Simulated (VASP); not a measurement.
Fe: single point with LDA

Crystal: Fe.

```
Fe
1.0
    -1.45256    1.45256    1.45256
     1.45256   -1.45256    1.45256
     1.45256    1.45256   -1.45256
Fe
1
Direct
  0.00000 0.00000 0.00000
```

This cell differs from its parent crystal: volume scaled by 1.02.

| Item | Value |
| --- | --- |
| Program | VASP 6.6.1 |
| Task | single point |
| Functional | LDA |
| Potentials or basis | VASP PAW LDA potentials, release 64 (Fe) |
| Cutoff | 520 eV |
| k mesh | 13 × 13 × 13 |
| Occupations | fermi-dirac, width 0.05 eV |
| Spin | collinear spin, ferromagnetic start |
| Starting moments | [3.0] μB |

| Quantity | Value |
| --- | --- |
| Pressure | -28.6 GPa |
| Net moment | 2.21 μB per cell |
| Site moments | Fe +2.20 μB |
| Valence electrons inside the program's atomic spheres | Fe 7.13 |

Levels at points of the mesh, in eV from the Fermi level:
Spin up:
```tsv
k point	band 3	band 4	band 5	band 6	band 7	band 8
(0.00, 0.00, 0.00)	-2.12	-2.12	-0.92	-0.92	24.16	24.16
```
Spin down:
```tsv
k point	band 1	band 2	band 3	band 4	band 5	band 6	band 7
(0.00, 0.00, 0.00)	-7.70	-0.29	-0.29	-0.29	1.38	1.38	24.28
```

Run time: 16 s on 1 thread of Intel Xeon 6975P-C, with other jobs on the host, peak memory 0.14 GiB.
